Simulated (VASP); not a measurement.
Input of a VASP 6.6.1 run:

INCAR

```
ALGO = Normal ; EDIFF = 1E-8
ENCUT = 520 ; GGA = PS
IBRION = 8 ; ISIF = 2
ISMEAR = -1 ; LASPH = True
LCHARG = False ; LREAL = False
LWAVE = False ; NBANDS = 22
NELM = 100 ; NSW = 1
PREC = Accurate ; SIGMA = 0.05
```

Contents of KPOINTS:

```
k-points
0
Gamma
  9 9 5
```

POSCAR

```
HfC
1.0
    3.3428660531      0.0000000000      0.0000000000
   -1.6714330265      2.8950069234      0.0000000000
    0.0000000000      0.0000000000      5.2027140000
Hf C
2 2
Direct
    0.3333333333      0.6666666667      0.2500000000
    0.6666666667      0.3333333333      0.7500000000
    0.0000000000      0.0000000000      0.5000000000
    0.0000000000      0.0000000000      0.0000000000
```

Potentials or basis: VASP PAW PBE potentials, release 64 (Hf_pv, C).

Run with:

```sh
$ cat potpaw_PBE.64/Hf_pv/POTCAR potpaw_PBE.64/C/POTCAR > POTCAR
$ mpirun -np 1 vasp_std > vasp.out
```

Q: What does it give for the highest phonon frequency at Γ?

A: 611 cm⁻¹.

Phonon frequencies in cm⁻¹ (negative: imaginary):
```csv
q point,frequencies
"(0.000, 0.000, 0.000)",0 0 0 148 148 217 341 452 452 581 611 611
```

Caveat: the cell stands under pressure or tension, which shifts response properties.
